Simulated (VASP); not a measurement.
Wanted: the native input for a VASP 6.6.1 run.

```yaml
Task: single point
Functional: PBE
Potentials_or_basis: VASP PAW PBE potentials, release 64 (Na_pv, Ti_sv, Pt)
Cutoff: 520 eV
k_mesh: 4 × 4 × 4
Occupations: gaussian, width 0.1 eV
Spin: no spin polarisation
Dipole_correction: no
Further_INCAR_settings: ALGO = Fast; EDIFF = 1e-07; NBANDS = 32
```

The structure of NaTiPt3 lies in POSCAR:

```
NaTiPt3
1.0
    4.7677595495      0.0000000000      0.0000000000
    0.0000000000      4.7677595495      0.0000000000
    0.0000000000      0.0000000000      4.7677595495
Na Ti Pt
1 1 3
Direct
    0.0000000000      0.0000000000      0.0000000000
    0.5000000000      0.5000000000      0.5000000000
    0.0000000000      0.5000000000      0.5000000000
    0.5000000000      0.0000000000      0.5000000000
    0.5000000000      0.5000000000      0.0000000000
```

The input as run:

INCAR

```
SYSTEM = NaTiPt3
  ALGO = Fast
  EDIFF = 1E-7
  ENCUT = 520
  GGA = PE
  ISIF = 2
  ISMEAR = 0
  LASPH = .True.
  LCHARG = .True.
  LELF = .True.
  LREAL = .False.
  LVHAR = .True.
  LWAVE = .False.
  NBANDS = 32
  NELM = 60
  PREC = Accurate
  SIGMA = 0.1
```

KPOINTS

```
k-points
0
Gamma
  4 4 4
  0 0 0
```

Potentials or basis: VASP PAW PBE potentials, release 64 (Na_pv, Ti_sv, Pt).

Launch:

```sh
$ cat potpaw_PBE.64/Na_pv/POTCAR potpaw_PBE.64/Ti_sv/POTCAR potpaw_PBE.64/Pt/POTCAR > POTCAR
$ mpirun -np 1 vasp_std > vasp.out
```

Results of the run:

The pressure is 0.2 GPa.

Wall time 64 s on 1 thread of Intel(R) Xeon(R) Platinum 8375C CPU @ 2.90GHz (Ice Lake), with other jobs on the host, peak memory 0.22 GiB.
